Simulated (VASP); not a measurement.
# BeS (rocksalt type) (Fm-3m) in VASP: further runs, part 2 of 2

VASP 6.6.1. The steps go on from the part before.

**4. Electric field gradients, PBEsol**

This run uses another cell than the first one, of 12.40 Å³/atom, 1.053 times its volume.

Input file INCAR:

```
SYSTEM = BeS
PREC     = Accurate       ! precision mode
ENCUT    = 520            ! plane-wave cutoff, eV
EDIFF    = 1E-8           ! SCF threshold, eV
ISMEAR   = -1             ! smearing method
SIGMA    = 0.08           ! smearing width, eV
LREAL    = .False.        ! projectors in reciprocal space
LASPH    = .True.         ! aspherical terms in the spheres
NELM     = 80             ! most SCF steps
ALGO     = Normal         ! electronic algorithm
ISIF     = 2              ! what is computed and relaxed
LWAVE    = .False.        ! write WAVECAR
LCHARG   = .False.        ! write CHGCAR
GGA      = PS             ! functional
LEFG     = .True.       
NBANDS   = 11             ! bands
```

Input file KPOINTS:

```
Automatic mesh
0
Gamma
  13 13 13
  0 0 0
```

Input file POSCAR:

```
BeS
1.0
    0.0000000000      2.3144614809      2.3144614809
    2.3144614809      0.0000000000      2.3144614809
    2.3144614809      2.3144614809      0.0000000000
Be S
1 1
Direct
    0.0000000000      0.0000000000      0.0000000000
    0.5000000000      0.5000000000      0.5000000000
```

Potentials or basis: VASP PAW PBE potentials, release 64 (Be, S).

The run is started by

```sh
$ cat potpaw_PBE.64/Be/POTCAR potpaw_PBE.64/S/POTCAR > POTCAR
$ mpirun -np 1 vasp_std > vasp.out
```

OUTCAR:

```text
SYSTEM = BeS
   PREC = Accurate
   ENCUT = 520
   EDIFF = 1E-8
   ISMEAR = -1
   LREAL = .False.
   LASPH = .True.
   NELM = 80
   ISIF = 2
   GGA = PS

 ion  position               nearest neighbor table
   1  0.000  0.000  0.000-   2 2.31   2 2.31   2 2.31   2 2.31   2 2.31   2 2.31
   2  0.500  0.500  0.500-   1 2.31   1 2.31   1 2.31   1 2.31   1 2.31   1 2.31

  LATTYP: Found a face centered cubic cell.
 ALAT       =     4.6289229618

  Lattice vectors:

 A1 = (   0.0000000000,   2.3144614809,   2.3144614809)
[... 548 lines left out ...]
  ---------------------------------------------------
  free  energy   TOTEN  =        -9.5810920318 eV

  energy  without entropy=       -9.5810572397  energy(sigma->0) =       -9.58107464

 Electric field gradients (V/A^2)
---------------------------------------------------------------------
 ion       V_xx      V_yy      V_zz      V_xy      V_xz      V_yz
---------------------------------------------------------------------
   1       0.000    -0.000    -0.000    -0.000    -0.000    -0.000
   2       0.000    -0.000    -0.000    -0.000    -0.000    -0.000
---------------------------------------------------------------------

 Electric field gradients after diagonalization (V/A^2)
 (convention: |V_zz| > |V_xx| > |V_yy|)
----------------------------------------------------------------------
 ion       V_xx      V_yy      V_zz     asymmetry (V_yy - V_xx)/ V_zz
----------------------------------------------------------------------
   1       0.000     0.000    -0.000       0.000
   2       0.000     0.000    -0.000       0.000
----------------------------------------------------------------------

           NMR quadrupolar parameters

 Cq : quadrupolar parameter    Cq=e*Q*V_zz/h
 eta: asymmetry parameters     (V_yy - V_xx)/ V_zz
 Q  : nuclear electric quadrupole moment in mb (millibarn)
----------------------------------------------------------------------
 ion       Cq(MHz)       eta       Q (mb)
----------------------------------------------------------------------
   1      -0.000       0.000       1.000
   2      -0.000       0.000       1.000
----------------------------------------------------------------------
```

Wall time 15 s (1 thread of Intel Xeon Platinum 8259CL at 2.50GHz (Skylake/Cascade Lake), shared host); peak memory 0.15 GiB.

Results:

```
Free energy            : -9.5811 eV
Pressure               : -2.7 GPa
Band gap on the k mesh : 0.99 eV, indirect (least direct gap 4.19 eV)
```

Caveat: without QUAD_EFG the Cq values of the log hold for a quadrupole moment of 1 mb, not for the nuclei; the PAW data sets were made with another functional, which shifts forces and pressure a little. PBEsol gaps usually lie below the measured ones, often by a third to a half.

**5. Electric field gradients, r2SCAN**

This run uses another cell than the first one, of 12.40 Å³/atom, 1.053 times its volume.

POSCAR is that of step 4.

Input file INCAR.step1:

```
SYSTEM = BeS
PREC = Accurate ; ENCUT = 520
ISMEAR = -1 ; SIGMA = 0.08
LREAL = .False. ; LASPH = .True.
NELM = 60 ; NBANDS = 11
GGA = PE ; ALGO = Normal
EDIFF = 1E-4 ; LWAVE = .True.
LCHARG = .False.
```

Input file INCAR.step2:

```
SYSTEM = BeS
PREC = Accurate ; ENCUT = 520
EDIFF = 1E-8 ; ISMEAR = -1
SIGMA = 0.08 ; LREAL = .False.
LASPH = .True. ; NELM = 60
ALGO = Normal ; ISIF = 2
LWAVE = .False. ; LCHARG = .False.
METAGGA = R2SCAN ; LMIXTAU = .True.
LEFG = .True. ; NBANDS = 11
ISTART = 1
```

Input file KPOINTS:

```
regular mesh
0
Gamma
  13 13 13
  0 0 0
```

Potentials or basis: VASP PAW PBE potentials, release 64 (Be, S).

The run is started by

```sh
$ cat potpaw_PBE.64/Be/POTCAR potpaw_PBE.64/S/POTCAR > POTCAR
$ cp INCAR.step1 INCAR
$ mpirun -np 1 vasp_std > vasp.out
$ cp INCAR.step2 INCAR
$ mpirun -np 1 vasp_std > vasp.out
```

OUTCAR:

```text
SYSTEM = BeS
   PREC = Accurate
   ENCUT = 520
   EDIFF = 1E-8
   ISMEAR = -1
   LREAL = .False.
   LASPH = .True.
   NELM = 60
   ISIF = 2
   METAGGA = R2SCAN
   ISTART = 1

 ion  position               nearest neighbor table
   1  0.000  0.000  0.000-   2 2.31   2 2.31   2 2.31   2 2.31   2 2.31   2 2.31
   2  0.500  0.500  0.500-   1 2.31   1 2.31   1 2.31   1 2.31   1 2.31   1 2.31

  LATTYP: Found a face centered cubic cell.
 ALAT       =     4.6289229618

  Lattice vectors:

 A1 = (   0.0000000000,   2.3144614809,   2.3144614809)
 A2 = (   2.3144614809,   0.0000000000,   2.3144614809)
 A3 = (   2.3144614809,   2.3144614809,   0.0000000000)

Analysis of symmetry for initial positions (statically):
=====================================================================
 Subroutine PRICEL returns:
 Original cell was already a primitive cell.

 Routine SETGRP: Setting up the symmetry group for a
 face centered cubic supercell.

 Subroutine GETGRP returns: Found 48 space group operations
 (whereof 48 operations were pure point group operations)
 out of a pool of 48 trial point group operations.

The static configuration has the point symmetry O_h .

Analysis of symmetry for dynamics (positions and initial velocities):
=====================================================================
 Subroutine PRICEL returns:
 Original cell was already a primitive cell.

 Routine SETGRP: Setting up the symmetry group for a
 face centered cubic supercell.

 Subroutine GETGRP returns: Found 48 space group operations
 (whereof 48 operations were pure point group operations)
 out of a pool of 48 trial point group operations.

The dynamic configuration has the point symmetry O_h .

 Subroutine INISYM returns: Found 48 space group operations
 (whereof 48 operations are pure point group operations),
 and found     1 'primitive' translations

----------------------------------------------------------------------------------------

                                     Primitive cell

  volume of cell :      24.7959

  direct lattice vectors                    reciprocal lattice vectors
     0.000000000  2.314461481  2.314461481    -0.216032975  0.216032975  0.216032975
     2.314461481  0.000000000  2.314461481     0.216032975 -0.216032975  0.216032975
     2.314461481  2.314461481  0.000000000     0.216032975  0.216032975 -0.216032975

  length of vectors
     3.273142816  3.273142816  3.273142816     0.374180089  0.374180089  0.374180089

  position of ions in fractional coordinates (direct lattice)
     0.000000000  0.000000000  0.000000000
     0.500000000  0.500000000  0.500000000

  ion indices of the primitive-cell ions
   primitive index   ion index
                 1           1
                 2           2

----------------------------------------------------------------------------------------

 KPOINTS: regular mesh

Automatic generation of k-mesh.
 Grid dimensions read from file:
 generate k-points for:   13   13   13

[... 73 lines left out ...]
   PSTRESS=    0.0 pullay stress
   NELECT =       8.0000    total number of electrons
   NUPDOWN=      -1.0000    fix difference up-down
   EMIN   =  10.00;   EMAX   =-10.00  energy-range for DOS
   EFERMI =   0.00;   METHOD = LEGACY
   ISMEAR =    -1;   SIGMA  =   0.08  broadening in eV -4-tet -1-fermi 0-gaus
   EFERMI_NEDOS =   21; number of points for ismear=-14 and -15
   IALGO  =     38    algorithm
   IMIX   =      4    mixing-type and parameters
     AMIX     =   0.40;   BMIX     =  1.00
     AMIX_MAG =   1.60;   BMIX_MAG =  1.00
  volume/ion in A,a.u.               =      12.40        83.67
  Fermi-wavevector in a.u.,A,eV,Ry     =   1.122824  2.121829 17.153312  1.260733
  Thomas-Fermi vector in A             =   2.259486
   LORBIT       =      0    0 simple, 1 ext, 2 COOP (PROOUT), +10 PAW based schemes
   METAGGA = R2SCAN    functional components
   LHFCALC =     F    Hartree Fock is set to
   AEXX    =    0.0000 exact exchange contribution
   IVDW    =     0    specifies the selected vdW correction
   LEPSILON=     F    determine dielectric tensor
   LRPA    =     F    only Hartree local field effects (RPA)
 non-spin polarized calculation
  energy-cutoff  :      520.00
  volume of cell :       24.80
 maximum number of plane-waves:       684
   NGX = 13   NGY = 13   NGZ = 13

 number of electron       7.9999999 magnetization

 Free energy of the ion-electron system (eV)
  ---------------------------------------------------
  ext. energy  EPLUGINS =         0.00000000
  ---------------------------------------------------
  free energy    TOTEN  =       -13.55243764 eV

  energy without entropy =      -13.55243350  energy(sigma->0) =      -13.55243557

 E-fermi :   7.2453     XC(G=0): -11.1082

 val. band max:        6.4980976698   @ k =  -0.1538   0.1538   0.0000
 cond. band min:       7.8749361119   @ k =   0.4615   0.4615   0.0000
 fundamental gap:      1.3768384421
 Fermi energy:         7.2453112492

 k-point     1 :       0.0000    0.0000    0.0000
  band No.  band energies     occupation
      1      -9.2956      2.00000
      2       6.2134      1.99999
      3       6.2134      1.99999
      4       6.2134      1.99999
      5      12.7306      0.00000
      6      15.8633      0.00000
      7      15.8633      0.00000
      8      15.8633      0.00000
      9      17.1615      0.00000
     10      17.1615      0.00000
     11      17.1615      0.00000
[... 309 lines left out ...]
 k-point    24 :       0.4615    0.1538    0.0000
  band No.  band energies     occupation
      1      -6.9391      2.00000
      2      -0.1682      2.00000
      3       4.3563      2.00000
      4       4.9262      2.00000
      5      10.2602      0.00000
      6      12.9867      0.00000
      7      13.4458      0.00000
      8      17.8285      0.00000
      9      18.7043      0.00000
     10      23.2707      0.00000
     11      24.1435      0.00000

 [... further k-points ...]
[... 5 lines left out ...]
  --------------------------------------------------------------------------------------
  -------------------------------------------------------------------------------------
  Total        0.0388306      0.0388306      0.0388306     -0.0000000      0.0000000     -0.0000000
  in kB        2.5090264      2.5090264      2.5090264     -0.0000000      0.0000000     -0.0000000
  external PRESSURE =       2.5090264 kB  Pullay stress =       0.0000000 kB

 VOLUME and BASIS-vectors are now :
 -----------------------------------------------------------------------------
  energy-cutoff  :      520.00
  volume of cell :       24.80
      direct lattice vectors                 reciprocal lattice vectors
     0.000000000  2.314461481  2.314461481    -0.216032975  0.216032975  0.216032975
     2.314461481  0.000000000  2.314461481     0.216032975 -0.216032975  0.216032975
     2.314461481  2.314461481  0.000000000     0.216032975  0.216032975 -0.216032975

 POSITION                                       TOTAL-FORCE (eV/Angst)
 -----------------------------------------------------------------------------------
      0.00000      0.00000      0.00000        -0.000000     -0.000000      0.000000
      2.31446      2.31446      2.31446         0.000000      0.000000     -0.000000
 -----------------------------------------------------------------------------------
    total drift:                               -0.000000     -0.000000      0.000000

  FREE ENERGIE OF THE ION-ELECTRON SYSTEM (eV)
  ---------------------------------------------------
  free  energy   TOTEN  =       -13.5524376440 eV

  energy  without entropy=      -13.5524334975  energy(sigma->0) =      -13.55243557

 Electric field gradients (V/A^2)
---------------------------------------------------------------------
 ion       V_xx      V_yy      V_zz      V_xy      V_xz      V_yz
---------------------------------------------------------------------
   1       0.000    -0.000     0.000    -0.000    -0.000    -0.000
   2      -0.000    -0.000     0.000    -0.000    -0.000    -0.000
---------------------------------------------------------------------

 Electric field gradients after diagonalization (V/A^2)
 (convention: |V_zz| > |V_xx| > |V_yy|)
----------------------------------------------------------------------
 ion       V_xx      V_yy      V_zz     asymmetry (V_yy - V_xx)/ V_zz
----------------------------------------------------------------------
   1       0.000     0.000    -0.000       0.000
   2       0.000     0.000    -0.000       0.000
----------------------------------------------------------------------

           NMR quadrupolar parameters

 Cq : quadrupolar parameter    Cq=e*Q*V_zz/h
 eta: asymmetry parameters     (V_yy - V_xx)/ V_zz
 Q  : nuclear electric quadrupole moment in mb (millibarn)
----------------------------------------------------------------------
 ion       Cq(MHz)       eta       Q (mb)
----------------------------------------------------------------------
   1      -0.000       0.000       1.000
   2      -0.000       0.000       1.000
----------------------------------------------------------------------
```

It took 68 s on 1 thread of Intel Xeon Platinum 8259CL at 2.50GHz (Skylake/Cascade Lake), shared host; peak memory 0.15 GiB.

Results:

- Free energy: -13.5524 eV
- Pressure: 0.3 GPa
- Band gap on the k mesh: 1.38 eV, indirect (least direct gap 4.63 eV)

Caveat: without QUAD_EFG the Cq values of the log hold for a quadrupole moment of 1 mb, not for the nuclei; the PAW data sets were made with another functional, which shifts forces and pressure a little.

**6. The runs side by side**

| level | potentials or basis | cell | k mesh | gap on the mesh (eV) | pressure (GPa) |
| --- | --- | --- | --- | --- | --- |
| PBE | VASP PAW PBE potentials, release 64 (Be, S) | a = 3.218 Å, angles 60.0°, 2 atoms | 13 × 13 × 13, shifted | 1.10 | 6.0 |
| LDA | VASP PAW LDA potentials, release 64 (Be, S) | a = 3.273 Å, angles 60.0°, 2 atoms | 13 × 13 × 13 | 1.00 | -5.1 |
| PBEsol | VASP PAW PBE potentials, release 64 (Be, S) | a = 3.273 Å, angles 60.0°, 2 atoms | 13 × 13 × 13 | 0.99 | -2.7 |
| r2SCAN | VASP PAW PBE potentials, release 64 (Be, S) | a = 3.273 Å, angles 60.0°, 2 atoms | 13 × 13 × 13 | 1.38 | 0.3 |

Alike in all rows: task electric field gradients; no spin polarisation; cutoff (eV) 520; smearing fermi-dirac 0.08 eV.

Caveats: the PAW data sets were made with another functional, which shifts forces and pressure a little (some runs).

Absolute energies hang on the potentials; compare differences alone.
